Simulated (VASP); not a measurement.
# GaSb (zincblende type) (F-43m) in VASP: settings compared, part 2 of 2

VASP 6.6.1. The steps go on from the part before.

## (3) Electric field gradients, PBE, non-collinear spin, zero start, spin-orbit coupling

INCAR reads:

```
PREC = Accurate
ENCUT = 520
EDIFF = 1E-8
ISMEAR = -1
SIGMA = 0.08
LREAL = F
LASPH = T
NELM = 150
ALGO = Normal
ISIF = 2
LWAVE = F
LCHARG = F
LNONCOLLINEAR = T
MAGMOM = 0 0 0 0 0 0
LORBIT = 11
LSORBIT = T
GGA_COMPAT = F
LORBMOM = T
GGA = PE
LEFG = T
NBANDS = 30
```

KPOINTS reads:

```
regular mesh
0
Gamma
  9 9 9
```

POSCAR reads:

```
GaSb
1.0
    0.0000000000      3.1080583506      3.1080583506
    3.1080583506      0.0000000000      3.1080583506
    3.1080583506      3.1080583506      0.0000000000
Ga Sb
1 1
Direct
    0.0000000000      0.0000000000      0.0000000000
    0.2500000000      0.2500000000      0.2500000000
```

Potentials or basis: VASP PAW PBE potentials, release 64 (Ga_d, Sb).

Started as:

```console
$ cat potpaw_PBE.64/Ga_d/POTCAR potpaw_PBE.64/Sb/POTCAR > POTCAR
$ mpirun -np 1 vasp_ncl > vasp.out
```

OUTCAR:

```text
PREC = Accurate
   ENCUT = 520
   EDIFF = 1E-8
   ISMEAR = -1
   LREAL = F
   LASPH = T
   NELM = 150
   ISIF = 2
   LNONCOLLINEAR = T
   LORBIT = 11
   LSORBIT = T
   GGA = PE

 ion  position               nearest neighbor table
   1  0.000  0.000  0.000-   2 2.69   2 2.69   2 2.69   2 2.69
   2  0.250  0.250  0.250-   1 2.69   1 2.69   1 2.69   1 2.69

  LATTYP: Found a face centered cubic cell.
 ALAT       =     6.2161167012

  Lattice vectors:

 A1 = (   0.0000000000,   3.1080583506,   3.1080583506)
 A2 = (   3.1080583506,   0.0000000000,   3.1080583506)
 A3 = (   3.1080583506,   3.1080583506,   0.0000000000)

Analysis of symmetry for initial positions (statically):
=====================================================================
 Subroutine PRICEL returns:
 Original cell was already a primitive cell.

 Routine SETGRP: Setting up the symmetry group for a
 face centered cubic supercell.

 Subroutine GETGRP returns: Found 24 space group operations
 (whereof 24 operations were pure point group operations)
 out of a pool of 48 trial point group operations.

The static configuration has the point symmetry T_d .

Analysis of symmetry for dynamics (positions and initial velocities):
=====================================================================
 Subroutine PRICEL returns:
 Original cell was already a primitive cell.

 Routine SETGRP: Setting up the symmetry group for a
 face centered cubic supercell.

 Subroutine GETGRP returns: Found 24 space group operations
 (whereof 24 operations were pure point group operations)
 out of a pool of 48 trial point group operations.

The dynamic configuration has the point symmetry T_d .

Analysis of structural, dynamic, and magnetic symmetry:
=====================================================================
 Subroutine PRICEL returns:
 Original cell was already a primitive cell.

 Routine SETGRP: Setting up the symmetry group for a
[... 1031 lines left out ...]

 # of ion     p       d       tot
 ----------------------------------------
  1         0.000  -0.000  -0.000
  2         0.000  -0.000   0.000
 ----------------------------------------
            0.000  -0.000   0.000

 orbital moment (z)

 # of ion     p       d       tot
 ----------------------------------------
  1         0.000   0.000   0.000
  2         0.000   0.000   0.000
 ----------------------------------------
            0.000   0.000   0.000

 Spin-Orbit-Coupling matrix elements

 Ion:    1  E_soc:     -0.0124356
 l=   1
     0.0000000    -0.0012641    -0.0012641
    -0.0012641     0.0000000    -0.0012641
    -0.0012641    -0.0012641     0.0000000
 l=   2
     0.0000000    -0.0001508     0.0000000    -0.0001508    -0.0006577
    -0.0001508     0.0000000    -0.0004933    -0.0001508    -0.0001644
     0.0000000    -0.0004933     0.0000000    -0.0004933     0.0000000
    -0.0001508    -0.0001508    -0.0004933     0.0000000    -0.0001644
    -0.0006577    -0.0001644     0.0000000    -0.0001644     0.0000000
 l=   3
     0.0000000     0.0000000     0.0000000     0.0000000     0.0000000     0.0000000     0.0000000
     0.0000000     0.0000000     0.0000000     0.0000000     0.0000000     0.0000000     0.0000000
     0.0000000     0.0000000     0.0000000     0.0000000     0.0000000     0.0000000     0.0000000
     0.0000000     0.0000000     0.0000000     0.0000000     0.0000000     0.0000000     0.0000000
     0.0000000     0.0000000     0.0000000     0.0000000     0.0000000     0.0000000     0.0000000
     0.0000000     0.0000000     0.0000000     0.0000000     0.0000000     0.0000000     0.0000000
     0.0000000     0.0000000     0.0000000     0.0000000     0.0000000     0.0000000     0.0000000

 Ion:    2  E_soc:     -0.1267341
 l=   1
     0.0000000    -0.0209899    -0.0209899
    -0.0209899     0.0000000    -0.0209899
    -0.0209899    -0.0209899     0.0000000
 l=   2
     0.0000000    -0.0000516     0.0000000    -0.0000516    -0.0000808
    -0.0000516     0.0000000    -0.0000606    -0.0000516    -0.0000202
     0.0000000    -0.0000606     0.0000000    -0.0000606     0.0000000
    -0.0000516    -0.0000516    -0.0000606     0.0000000    -0.0000202
    -0.0000808    -0.0000202     0.0000000    -0.0000202     0.0000000
 l=   3
     0.0000000     0.0000000     0.0000000     0.0000000     0.0000000     0.0000000     0.0000000
     0.0000000     0.0000000     0.0000000     0.0000000     0.0000000     0.0000000     0.0000000
     0.0000000     0.0000000     0.0000000     0.0000000     0.0000000     0.0000000     0.0000000
     0.0000000     0.0000000     0.0000000     0.0000000     0.0000000     0.0000000     0.0000000
     0.0000000     0.0000000     0.0000000     0.0000000     0.0000000     0.0000000     0.0000000
     0.0000000     0.0000000     0.0000000     0.0000000     0.0000000     0.0000000     0.0000000
     0.0000000     0.0000000     0.0000000     0.0000000     0.0000000     0.0000000     0.0000000

 total charge

# of ion       s       p       d       tot
------------------------------------------
    1        0.914   0.720   9.957  11.591
    2        1.135   1.312   0.025   2.471
--------------------------------------------------
tot          2.049   2.031   9.982  14.062

 magnetization (x)

# of ion       s       p       d       tot
------------------------------------------
    1        0.000   0.000   0.000   0.000
    2        0.000   0.000  -0.000   0.000
--------------------------------------------------
tot          0.000   0.000  -0.000   0.000

 magnetization (y)

# of ion       s       p       d       tot
------------------------------------------
    1        0.000   0.000   0.000   0.000
    2        0.000   0.000   0.000   0.000
--------------------------------------------------
tot          0.000   0.000   0.000   0.000

 magnetization (z)

# of ion       s       p       d       tot
------------------------------------------
    1        0.000  -0.000   0.000  -0.000
    2        0.000  -0.000  -0.000  -0.000
--------------------------------------------------
tot          0.000  -0.000  -0.000  -0.000
```

OSZICAR:

```text
N       E                     dE             d eps       ncg     rms          rms(c)
DAV:   1     0.121861969757E+03    0.12186E+03   -0.79621E+03  3496   0.148E+03
DAV:   2     0.788782336132E+01   -0.11397E+03   -0.10890E+03  3594   0.406E+02
DAV:   3    -0.698929898773E+01   -0.14877E+02   -0.14726E+02  3942   0.108E+02
DAV:   4    -0.747653035172E+01   -0.48723E+00   -0.48643E+00  3966   0.215E+01
DAV:   5    -0.748824756880E+01   -0.11717E-01   -0.11716E-01  3962   0.321E+00    0.343E+00
DAV:   6    -0.744833609615E+01    0.39911E-01   -0.64757E-02  4816   0.410E+00    0.198E+00
DAV:   7    -0.743784707293E+01    0.10489E-01   -0.27889E-02  3624   0.133E+00    0.127E+00
DAV:   8    -0.743813595906E+01   -0.28889E-03   -0.41028E-03  3876   0.497E-01    0.233E-01
DAV:   9    -0.743882385417E+01   -0.68790E-03   -0.96353E-04  3594   0.275E-01    0.471E-02
DAV:  10    -0.743907264904E+01   -0.24879E-03   -0.24366E-04  3788   0.135E-01    0.210E-02
DAV:  11    -0.743916021072E+01   -0.87562E-04   -0.12688E-04  3810   0.585E-02    0.727E-03
DAV:  12    -0.743916082724E+01   -0.61652E-06   -0.21682E-06  4460   0.107E-02    0.651E-03
DAV:  13    -0.743916101970E+01   -0.19246E-06   -0.19475E-07  3346   0.268E-03    0.282E-03
DAV:  14    -0.743916111868E+01   -0.98980E-07   -0.34082E-07  3708   0.434E-03    0.142E-03
DAV:  15    -0.743916117915E+01   -0.60471E-07   -0.59098E-09  3254   0.634E-04    0.545E-04
DAV:  16    -0.743916123206E+01   -0.52909E-07   -0.51972E-09  3144   0.511E-04    0.423E-05
DAV:  17    -0.743916123607E+01   -0.40127E-08   -0.31770E-10  2184   0.223E-04
   1 F= -.74391612E+01 E0= -.74381772E+01  d E =-.196802E-02  mag=    -0.0000    -0.0000     0.0000
```

It took 7.8 min on 1 thread of AMD EPYC 7R13, shared host; peak memory 0.44 GiB.

Results:

| Property | Result |
| --- | --- |
| Free energy | -7.4392 eV |
| Pressure | 0.1 GPa |
| Net moment | 0.00 μB per cell |
| Valence electrons inside the program's atomic spheres | Ga 11.59; Sb 2.47 |

Moments on the atoms (μB; x, y, z):
```
Ga  0.00 0.00 0.00
Sb  0.00 0.00 0.00
```

Caveat: without QUAD_EFG the Cq values of the log hold for a quadrupole moment of 1 mb, not for the nuclei.

## (4) Electric field gradients, PBE (volume scaled by 1.06)

INCAR reads:

```
SYSTEM = GaSb
ALGO     = Normal         ! electronic algorithm
EDIFF    = 1E-8           ! SCF threshold, eV
ENCUT    = 400            ! plane-wave cutoff, eV
GGA      = PE             ! functional
GGA_COMPAT= .False.      
ISIF     = 2              ! what is computed and relaxed
ISMEAR   = -1             ! smearing method
LASPH    = .True.         ! aspherical terms in the spheres
LCHARG   = .False.        ! write CHGCAR
LEFG     = .True.       
LREAL    = .False.        ! projectors in reciprocal space
LWAVE    = .False.        ! write WAVECAR
NBANDS   = 16             ! bands
NELM     = 120            ! most SCF steps
PREC     = Accurate       ! precision mode
SIGMA    = 0.08           ! smearing width, eV
```

KPOINTS reads:

```
k-points
0
Gamma
  9 9 9
  0 0 0
```

POSCAR reads:

```
GaSb
1.0
    0.0000000000      3.1690161454      3.1690161454
    3.1690161454      0.0000000000      3.1690161454
    3.1690161454      3.1690161454      0.0000000000
Ga Sb
1 1
Direct
    0.0000000000      0.0000000000      0.0000000000
    0.2500000000      0.2500000000      0.2500000000
```

Potentials or basis: VASP PAW PBE potentials, release 64 (Ga_d, Sb).

Started as:

```console
$ cat potpaw_PBE.64/Ga_d/POTCAR potpaw_PBE.64/Sb/POTCAR > POTCAR
$ mpirun -np 1 vasp_std > vasp.out
```

OUTCAR:

```text
SYSTEM = GaSb
   EDIFF = 1E-8
   ENCUT = 400
   GGA = PE
   ISIF = 2
   ISMEAR = -1
   LASPH = .True.
   LREAL = .False.
   NELM = 120
   PREC = Accurate

 ion  position               nearest neighbor table
   1  0.000  0.000  0.000-   2 2.74   2 2.74   2 2.74   2 2.74
   2  0.250  0.250  0.250-   1 2.74   1 2.74   1 2.74   1 2.74

  LATTYP: Found a face centered cubic cell.
 ALAT       =     6.3380322908

  Lattice vectors:

 A1 = (   0.0000000000,   3.1690161454,   3.1690161454)
 A2 = (   3.1690161454,   0.0000000000,   3.1690161454)
 A3 = (   3.1690161454,   3.1690161454,   0.0000000000)

Analysis of symmetry for initial positions (statically):
=====================================================================
 Subroutine PRICEL returns:
 Original cell was already a primitive cell.

 Routine SETGRP: Setting up the symmetry group for a
 face centered cubic supercell.

 Subroutine GETGRP returns: Found 24 space group operations
 (whereof 24 operations were pure point group operations)
 out of a pool of 48 trial point group operations.

The static configuration has the point symmetry T_d .

Analysis of symmetry for dynamics (positions and initial velocities):
=====================================================================
 Subroutine PRICEL returns:
 Original cell was already a primitive cell.

 Routine SETGRP: Setting up the symmetry group for a
 face centered cubic supercell.

 Subroutine GETGRP returns: Found 24 space group operations
 (whereof 24 operations were pure point group operations)
 out of a pool of 48 trial point group operations.

The dynamic configuration has the point symmetry T_d .

 Subroutine INISYM returns: Found 24 space group operations
 (whereof 24 operations are pure point group operations),
 and found     1 'primitive' translations

----------------------------------------------------------------------------------------

                                     Primitive cell

  volume of cell :      63.6507

  direct lattice vectors                    reciprocal lattice vectors
     0.000000000  3.169016145  3.169016145    -0.157777675  0.157777675  0.157777675
     3.169016145  0.000000000  3.169016145     0.157777675 -0.157777675  0.157777675
     3.169016145  3.169016145  0.000000000     0.157777675  0.157777675 -0.157777675

  length of vectors
     4.481665612  4.481665612  4.481665612     0.273278950  0.273278950  0.273278950

  position of ions in fractional coordinates (direct lattice)
     0.000000000  0.000000000  0.000000000
     0.250000000  0.250000000  0.250000000

  ion indices of the primitive-cell ions
   primitive index   ion index
                 1           1
                 2           2

----------------------------------------------------------------------------------------

 KPOINTS: k-points

Automatic generation of k-mesh.
 Grid dimensions read from file:
 generate k-points for:    9    9    9

 Generating k-lattice:

[... 70 lines left out ...]
   TEBEG  =    0.0;   TEEND  =   0.0 temperature during run
   PSTRESS=    0.0 pullay stress
   NELECT =      18.0000    total number of electrons
   NUPDOWN=      -1.0000    fix difference up-down
   EMIN   =  10.00;   EMAX   =-10.00  energy-range for DOS
   EFERMI =   0.00;   METHOD = LEGACY
   ISMEAR =    -1;   SIGMA  =   0.08  broadening in eV -4-tet -1-fermi 0-gaus
   EFERMI_NEDOS =   21; number of points for ismear=-14 and -15
   IALGO  =     38    algorithm
   IMIX   =      4    mixing-type and parameters
     AMIX     =   0.40;   BMIX     =  1.00
     AMIX_MAG =   1.60;   BMIX_MAG =  1.00
  volume/ion in A,a.u.               =      31.83       214.77
  Fermi-wavevector in a.u.,A,eV,Ry     =   1.074561  2.030627 15.710404  1.154682
  Thomas-Fermi vector in A             =   2.210393
   LORBIT       =      0    0 simple, 1 ext, 2 COOP (PROOUT), +10 PAW based schemes
   GGA     = PE    functional components
   LHFCALC =     F    Hartree Fock is set to
   AEXX    =    0.0000 exact exchange contribution
   IVDW    =     0    specifies the selected vdW correction
   LEPSILON=     F    determine dielectric tensor
   LRPA    =     F    only Hartree local field effects (RPA)
 non-spin polarized calculation
  energy-cutoff  :      400.00
  volume of cell :       63.65
 maximum number of plane-waves:      1185
 NGX is ok and might be reduce to    30
   NGX = 15   NGY = 15   NGZ = 15

 number of electron      17.9999985 magnetization

 Free energy of the ion-electron system (eV)
  ---------------------------------------------------
  ext. energy  EPLUGINS =         0.00000000
  ---------------------------------------------------
  free energy    TOTEN  =        -7.34306529 eV

  energy without entropy =       -7.34063579  energy(sigma->0) =       -7.34185054

 E-fermi :   3.9127     XC(G=0):  -8.6338

 val. band max:        3.8474569424   @ k =   0.0000   0.0000   0.0000
 cond. band min:       4.0686971165   @ k =   0.4444   0.0000   0.0000
 fundamental gap:      0.2212401741
 Fermi energy:         3.9126847447

 k-point     1 :       0.0000    0.0000    0.0000
  band No.  band energies     occupation
      1     -11.0095      2.00000
      2     -11.0095      2.00000
      3     -11.0095      2.00000
      4     -10.9741      2.00000
      5     -10.9741      2.00000
      6      -6.9423      2.00000
[... 433 lines left out ...]
      3     -10.9936      2.00000
      4     -10.9813      2.00000
      5     -10.9712      2.00000
      6      -5.0297      2.00000
[... 8 lines left out ...]
     15      14.2587      0.00000
     16      14.6339      0.00000

 [... further k-points ...]

------------------------ aborting loop because EDIFF is reached ----------------------------------------

  FORCE on cell =-STRESS in cart. coord.  units (eV):
  Direction    XX          YY          ZZ          XY          YZ          ZX
  --------------------------------------------------------------------------------------
  -------------------------------------------------------------------------------------
  Total       -0.9415227     -0.9415227     -0.9415227     -0.0000000     -0.0000000      0.0000000
  in kB      -23.6994376    -23.6994376    -23.6994376     -0.0000000     -0.0000000      0.0000000
  external PRESSURE =     -23.6994376 kB  Pullay stress =       0.0000000 kB

 VOLUME and BASIS-vectors are now :
 -----------------------------------------------------------------------------
  energy-cutoff  :      400.00
  volume of cell :       63.65
      direct lattice vectors                 reciprocal lattice vectors
     0.000000000  3.169016145  3.169016145    -0.157777675  0.157777675  0.157777675
     3.169016145  0.000000000  3.169016145     0.157777675 -0.157777675  0.157777675
     3.169016145  3.169016145  0.000000000     0.157777675  0.157777675 -0.157777675

 POSITION                                       TOTAL-FORCE (eV/Angst)
 -----------------------------------------------------------------------------------
      0.00000      0.00000      0.00000        -0.000000     -0.000000      0.000000
      1.58451      1.58451      1.58451         0.000000      0.000000     -0.000000
 -----------------------------------------------------------------------------------
    total drift:                                0.000000      0.000000      0.000000

  FREE ENERGIE OF THE ION-ELECTRON SYSTEM (eV)
  ---------------------------------------------------
  free  energy   TOTEN  =        -7.3430652851 eV

  energy  without entropy=       -7.3406357880  energy(sigma->0) =       -7.34185054

 Electric field gradients (V/A^2)
---------------------------------------------------------------------
 ion       V_xx      V_yy      V_zz      V_xy      V_xz      V_yz
---------------------------------------------------------------------
   1      -0.000    -0.000     0.000    -0.004    -0.004    -0.004
   2      -0.000     0.000     0.000     0.000     0.000     0.000
---------------------------------------------------------------------

 Electric field gradients after diagonalization (V/A^2)
 (convention: |V_zz| > |V_xx| > |V_yy|)
----------------------------------------------------------------------
 ion       V_xx      V_yy      V_zz     asymmetry (V_yy - V_xx)/ V_zz
----------------------------------------------------------------------
   1       0.004     0.004    -0.008       0.000
   2      -0.000    -0.000     0.000       0.000
----------------------------------------------------------------------

           NMR quadrupolar parameters

 Cq : quadrupolar parameter    Cq=e*Q*V_zz/h
 eta: asymmetry parameters     (V_yy - V_xx)/ V_zz
 Q  : nuclear electric quadrupole moment in mb (millibarn)
----------------------------------------------------------------------
 ion       Cq(MHz)       eta       Q (mb)
----------------------------------------------------------------------
   1      -0.000       0.000       1.000
   2       0.000       0.000       1.000
----------------------------------------------------------------------
```

It took 28 s on 1 thread of Intel Xeon 6975P-C, shared host; peak memory 0.18 GiB.

Results:

```yaml
Free_energy: -7.3431 eV
Pressure: -2.4 GPa
Band_gap_on_the_k_mesh: zero (filled and empty bands touch)
```

Caveat: without QUAD_EFG the Cq values of the log hold for a quadrupole moment of 1 mb, not for the nuclei; spin-orbit coupling is left out, which moves the levels of the heavy elements.

## (5) Overview

```tsv
level	spin	cell	cutoff (eV)	pressure (GPa)
r2SCAN	off	a = 4.395 Å, angles 60.0°, 2 atoms	520	-1.9
PBE	non-collinear, zero start, SOC	a = 4.395 Å, angles 60.0°, 2 atoms	520	0.1
PBE	off	a = 4.482 Å, angles 60.0°, 2 atoms	400	-2.4
```

Alike in all rows: task electric field gradients; potentials or basis VASP PAW PBE potentials, release 64 (Ga_d, Sb); k mesh 9 × 9 × 9; smearing fermi-dirac 0.08 eV.

Caveats: spin-orbit coupling is left out, which moves the levels of the heavy elements (some runs); the PAW data sets were made with another functional, which shifts forces and pressure a little (some runs).

Absolute energies hang on the potentials; compare differences alone.
